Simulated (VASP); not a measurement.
# MoS2 (P1) in VASP: single point with PBE

Aim: the single point of MoS2 with PBE.

Everything below comes from runs of VASP 6.6.1. Logs are shortened: lines on timing, memory, paths and dates and some standing lists are left out, and cuts for length are marked.

### 1 The cell of the first run

The typed cell holds 3 atoms: a = 6.416 Å, b = 6.381 Å, c = 6.372 Å, α = 28.59°, β = 28.76°, γ = 28.62°.

### 2 Single point, PBE (equal xy, yz and zx shear strains of +1 %)

The input, INCAR:

```
PREC = Accurate ; ENCUT = 520
EDIFF = 1E-6 ; ISMEAR = -1
SIGMA = 0.05 ; LREAL = F
LASPH = T ; NELM = 100
ALGO = Normal ; ISIF = 2
LWAVE = F ; LCHARG = F
GGA = PE ; NBANDS = 20
```

The input, KPOINTS:

```
regular mesh
0
Gamma
  13 13 13
```

The input, POSCAR:

```
MoS2
1.0
    1.6166824051      0.9516038085      6.1358029001
   -1.5463183085      0.9357888049      6.1199878965
    0.0214858534     -1.7955426634      6.1141992034
Mo S
1 2
Direct
    0.0000000000      0.0000000000      0.0000000000
    0.7484000000      0.7484000000      0.7484000000
    0.5849000000      0.5849000000      0.5849000000
```

Potentials or basis: VASP PAW PBE potentials, release 64 (Mo_sv, S).

The run is started by

```bash
$ cat potpaw_PBE.64/Mo_sv/POTCAR potpaw_PBE.64/S/POTCAR > POTCAR
$ mpirun -np 1 vasp_std > vasp.out
```

OUTCAR:

```text
PREC = Accurate
   ENCUT = 520
   EDIFF = 1E-6
   ISMEAR = -1
   LREAL = F
   LASPH = T
   NELM = 100
   ISIF = 2
   GGA = PE

 ion  position               nearest neighbor table
   1  0.000  0.000  0.000-   2 2.35   2 2.35   3 2.35   3 2.36   3 2.38   2 2.39
   2  0.748  0.748  0.748-   1 2.35   1 2.35   1 2.39
   3  0.585  0.585  0.585-   1 2.35   1 2.36   1 2.38

  LATTYP: Found a triclinic cell.
 ALAT       =     3.1493197660
 B/A-ratio  =     1.0043692043
 C/A-ratio  =     2.0234306772
 COS(alpha) =     0.0067600676
 COS(beta)  =     0.2442851374
 COS(gamma) =     0.4934652004

  Lattice vectors:

 A1 = (   1.5678041619,  -2.7313314683,  -0.0057886931)
 A2 = (   3.1630007136,   0.0158150036,   0.0158150036)
 A3 = (   0.0214858534,  -1.7955426634,   6.1141992034)

Analysis of symmetry for initial positions (statically):
=====================================================================
 Subroutine PRICEL returns:
 Original cell was already a primitive cell.

 Routine SETGRP: Setting up the symmetry group for a
 triclinic supercell.

 Subroutine GETGRP returns: Found  1 space group operations
 (whereof  1 operations were pure point group operations)
 out of a pool of  2 trial point group operations.

The static configuration has the point symmetry C_1 .

Analysis of symmetry for dynamics (positions and initial velocities):
=====================================================================
 Subroutine PRICEL returns:
 Original cell was already a primitive cell.

 Routine SETGRP: Setting up the symmetry group for a
 triclinic supercell.

 Subroutine GETGRP returns: Found  1 space group operations
 (whereof  1 operations were pure point group operations)
 out of a pool of  2 trial point group operations.

The dynamic configuration has the point symmetry C_1 .

 Subroutine INISYM returns: Found  1 space group operations
 (whereof  1 operations are pure point group operations),
 and found     1 'primitive' translations

----------------------------------------------------------------------------------------

                                     Primitive cell

  volume of cell :      53.0499

  direct lattice vectors                    reciprocal lattice vectors
     1.616682405  0.951603809  6.135802900     0.314992198  0.180697698  0.051958162
    -1.546318309  0.935788805  6.119987896    -0.317350216  0.183843680  0.055104144
     0.021485853 -1.795542663  6.114199203     0.001545491 -0.365353905  0.056255653

  length of vectors
     6.416174019  6.381304949  6.372430227     0.366839738  0.370872114  0.369662770

  position of ions in fractional coordinates (direct lattice)
     0.000000000  0.000000000  0.000000000
     0.748400000  0.748400000  0.748400000
     0.584900000  0.584900000  0.584900000

  ion indices of the primitive-cell ions
   primitive index   ion index
                 1           1
                 2           2
                 3           3

----------------------------------------------------------------------------------------

 KPOINTS: regular mesh

Automatic generation of k-mesh.
 Grid dimensions read from file:
 generate k-points for:   13   13   13

 Generating k-lattice:

  Cartesian coordinates                     Fractional coordinates (reciprocal lattice)
     0.024230169  0.013899823  0.003996782     0.076923077  0.000000000 -0.000000000
    -0.024411555  0.014141822  0.004238780     0.000000000  0.076923077  0.000000000
     0.000118884 -0.028104147  0.004327358     0.000000000  0.000000000  0.076923077

  Length of vectors
     0.028218441  0.028528624  0.028435598

  Shift w.r.t. Gamma in fractional coordinates (k-lattice)
     0.000000000  0.000000000  0.000000000

 Subroutine IBZKPT returns following result:
 ===========================================

 Found   1099 irreducible k-points:

 Following reciprocal coordinates:
            Coordinates               Weight
  0.000000  0.000000  0.000000      1.000000
  0.076923  0.000000 -0.000000      2.000000
  0.153846  0.000000 -0.000000      2.000000
  0.230769  0.000000 -0.000000      2.000000
  0.307692  0.000000 -0.000000      2.000000
  0.384615  0.000000  0.000000      2.000000
[... 16 lines left out ...]
  0.153846  0.153846  0.000000      2.000000
  0.230769  0.153846 -0.000000      2.000000
 [... further k-points ...]
   k-points           NKPTS =   1099   k-points in BZ     NKDIM =   1099   number of bands    NBANDS=     20
   number of dos      NEDOS =    301   number of ions     NIONS =      3
   total plane-waves  NPLWV = 110592
   dimension x,y,z NGX =    48 NGY =   48 NGZ =   48
   dimension x,y,z NGXF=    96 NGYF=   96 NGZF=   96
   ions per type =               1   2
   NGX,Y,Z   is equivalent  to a cutoff of  12.44, 12.50, 12.52 a.u.
   NGXF,Y,Z  is equivalent  to a cutoff of  24.87, 25.01, 25.04 a.u.
 SYSTEM =  unknown system
   PREC   = accura    normal or accurate (medium, high low for compatibility)
   ISTART =      0    job   : 0-new  1-cont  2-samecut
   ICHARG =      2    charge: 1-file 2-atom 10-const
   ISPIN  =      1    spin polarized calculation?
   LNONCOLLINEAR =      F non collinear calculations
   LSORBIT =      F    spin-orbit coupling
   LASPH  =      T    aspherical Exc in radial PAW
   ENCUT  =  520.0 eV  38.22 Ry    6.18 a.u.  11.93 11.86 11.85*2*pi/ulx,y,z
   NELM   =    100;   NELMIN=  2; NELMDL= -5     # of ELM steps
   EDIFF  = 0.1E-05   stopping-criterion for ELM
   LREAL  =      F    real-space projection
   EDIFFG = 0.1E-04   stopping-criterion for IOM
   NSW    =      0    number of steps for IOM
   IBRION =     -1    ionic relax: 0-MD 1-quasi-New 2-CG
   NFREE  =      0    steps in history (QN), initial steepest desc. (CG)
   ISIF   =      2    stress and relaxation
   ISYM   =      2    0-nonsym 1-usesym 2-fastsym
   POTIM  = 0.5000    time-step for ionic-motion
   TEBEG  =    0.0;   TEEND  =   0.0 temperature during run
   PSTRESS=    0.0 pullay stress
   NELECT =      26.0000    total number of electrons
   NUPDOWN=      -1.0000    fix difference up-down
   EMIN   =  10.00;   EMAX   =-10.00  energy-range for DOS
   EFERMI =   0.00;   METHOD = LEGACY
   ISMEAR =    -1;   SIGMA  =   0.05  broadening in eV -4-tet -1-fermi 0-gaus
   EFERMI_NEDOS =   21; number of points for ismear=-14 and -15
   IALGO  =     38    algorithm
   IMIX   =      4    mixing-type and parameters
     AMIX     =   0.40;   BMIX     =  1.00
     AMIX_MAG =   1.60;   BMIX_MAG =  1.00
  volume/ion in A,a.u.               =      17.68       119.33
  Fermi-wavevector in a.u.,A,eV,Ry     =   1.290737  2.439140 22.667339  1.666002
  Thomas-Fermi vector in A             =   2.422550
   LORBIT       =      0    0 simple, 1 ext, 2 COOP (PROOUT), +10 PAW based schemes
   GGA     = PE    functional components
   LHFCALC =     F    Hartree Fock is set to
   AEXX    =    0.0000 exact exchange contribution
   IVDW    =     0    specifies the selected vdW correction
   LEPSILON=     F    determine dielectric tensor
   LRPA    =     F    only Hartree local field effects (RPA)
 non-spin polarized calculation
  energy-cutoff  :      520.00
  volume of cell :       53.05
 maximum number of plane-waves:      1444
   NGX = 23   NGY = 23   NGZ = 23

 number of electron      26.0000001 magnetization

 Free energy of the ion-electron system (eV)
  ---------------------------------------------------
  ext. energy  EPLUGINS =         0.00000000
  ---------------------------------------------------
  free energy    TOTEN  =       -21.71622043 eV

  energy without entropy =      -21.71621458  energy(sigma->0) =      -21.71621751

 E-fermi :   8.1171     XC(G=0): -10.7971

 val. band max:        7.8107978416   @ k =   0.4615   0.4615   0.4615
 cond. band min:       8.5623288599   @ k =  -0.3077  -0.0000   0.3077
 fundamental gap:      0.7515310183
 Fermi energy:         8.1171409145

 k-point     1 :       0.0000    0.0000    0.0000
  band No.  band energies     occupation
      1     -53.8741      2.00000
      2     -28.0502      2.00000
      3     -27.8434      2.00000
      4     -27.8284      2.00000
      5      -7.5417      2.00000
      6      -5.7057      2.00000
[... 12 lines left out ...]
     19      15.8736      0.00000
     20      16.0845      0.00000

 k-point     2 :       0.0769    0.0000   -0.0000
  band No.  band energies     occupation
      1     -53.8717      2.00000
      2     -28.0454      2.00000
      3     -27.8669      2.00000
      4     -27.8343      2.00000
      5      -7.4496      2.00000
      6      -5.6817      2.00000
[... 12 lines left out ...]
     19      16.1327      0.00000
     20      16.2820      0.00000

 k-point     3 :       0.1538    0.0000   -0.0000
  band No.  band energies     occupation
      1     -53.8652      2.00000
      2     -28.0322      2.00000
      3     -27.9328      2.00000
      4     -27.8491      2.00000
      5      -7.1856      2.00000
      6      -5.6129      2.00000
[... 12 lines left out ...]
     19      16.2231      0.00000
     20      16.8577      0.00000

 k-point     4 :       0.2308    0.0000   -0.0000
  band No.  band energies     occupation
      1     -53.8561      2.00000
      2     -28.0261      2.00000
      3     -28.0124      2.00000
      4     -27.8697      2.00000
      5      -6.7871      2.00000
      6      -5.5096      2.00000
[... 12 lines left out ...]
     19      16.1854      0.00000
     20      16.6552      0.00000

 k-point     5 :       0.3077    0.0000   -0.0000
  band No.  band energies     occupation
      1     -53.8463      2.00000
      2     -28.1216      2.00000
      3     -27.9933      2.00000
      4     -27.8914      2.00000
      5      -6.3195      2.00000
      6      -5.3913      2.00000
[... 12 lines left out ...]
     19      15.3489      0.00000
     20      15.8365      0.00000
[... 353 lines left out ...]
      6      -5.6093      2.00000
[... 12 lines left out ...]
     19      16.2117      0.00000
     20      16.9124      0.00000

 k-point    22 :       0.0769    0.1538   -0.0000
  band No.  band energies     occupation
      1     -53.8669      2.00000
      2     -28.0358      2.00000
      3     -27.9013      2.00000
      4     -27.8584      2.00000
      5      -7.2586      2.00000
      6      -5.6441      2.00000
[... 12 lines left out ...]
     19      16.2363      0.00000
     20      16.8600      0.00000

 k-point    23 :       0.1538    0.1538    0.0000
  band No.  band energies     occupation
      1     -53.8650      2.00000
      2     -28.0318      2.00000
      3     -27.9279      2.00000
      4     -27.8564      2.00000
      5      -7.1689      2.00000
      6      -5.6333      2.00000
[... 12 lines left out ...]
     19      16.2757      0.00000
     20      16.8623      0.00000

 k-point    24 :       0.2308    0.1538   -0.0000
  band No.  band energies     occupation
      1     -53.8593      2.00000
      2     -28.0204      2.00000
      3     -27.9833      2.00000
      4     -27.8710      2.00000
      5      -6.9196      2.00000
      6      -5.5767      2.00000
[... 12 lines left out ...]
     19      16.4251      0.00000
     20      16.6307      0.00000

 [... further k-points ...]

------------------------ aborting loop because EDIFF is reached ----------------------------------------

  FORCE on cell =-STRESS in cart. coord.  units (eV):
  Direction    XX          YY          ZZ          XY          YZ          ZX
  --------------------------------------------------------------------------------------
  -------------------------------------------------------------------------------------
  Total        2.2590763      2.2740821      4.5610607     -0.2989610     -0.5054659     -0.5109847
  in kB       68.2271258     68.6803209    137.7501327     -9.0290205    -15.2657461    -15.4324224
  external PRESSURE =      91.5525265 kB  Pullay stress =       0.0000000 kB

 VOLUME and BASIS-vectors are now :
 -----------------------------------------------------------------------------
  energy-cutoff  :      520.00
  volume of cell :       53.05
      direct lattice vectors                 reciprocal lattice vectors
     1.616682405  0.951603809  6.135802900     0.314992198  0.180697698  0.051958162
    -1.546318309  0.935788805  6.119987896    -0.317350216  0.183843680  0.055104144
     0.021485853 -1.795542663  6.114199203     0.001545491 -0.365353905  0.056255653

 POSITION                                       TOTAL-FORCE (eV/Angst)
 -----------------------------------------------------------------------------------
      0.00000      0.00000      0.00000         0.084333     -0.001804     -0.010772
      0.06874      0.06874     13.74810        -0.203872     -0.161716      1.283049
      0.05372      0.05372     10.74461         0.119538      0.163520     -1.272277
 -----------------------------------------------------------------------------------
    total drift:                               -0.000023      0.000031     -0.000035

  FREE ENERGIE OF THE ION-ELECTRON SYSTEM (eV)
  ---------------------------------------------------
  free  energy   TOTEN  =       -21.7162204323 eV

  energy  without entropy=      -21.7162145820  energy(sigma->0) =      -21.71621751
```

Run time: 45 min. Hardware: 1 thread of Oxide Virtual Turin-like, shared host; peak memory 1.1 GiB.

Results:

| Quantity | Value |
| --- | --- |
| Free energy | -21.7162 eV |
| Pressure | 9.2 GPa |
| Largest force | 1.309 eV/Å |
| Band gap on the k mesh | 0.75 eV (least direct gap 1.79 eV) |

Forces on the atoms (eV/Å):
```
Mo   0.084 -0.002 -0.011
S   -0.204 -0.162  1.283
S    0.120  0.164 -1.272
```

Levels at points of the mesh, in eV from the valence-band top:
```csv
k point,band 11,band 12,band 13,band 14,band 15,band 16
"(0.00, 0.00, 0.00)",-2.63,-1.32,-1.15,1.87,1.95,2.39
```

Caveat: the cell differs from its parent crystal (equal xy, yz and zx shear strains of +1 %); the stress differs along the axes, from 7 to 14 GPa; semilocal functionals underestimate gaps, and a narrow one can read as zero; forces of over 1 eV/Å act on the atoms, so gaps and moduli don't describe the material at rest. A k mesh can miss the band edges.
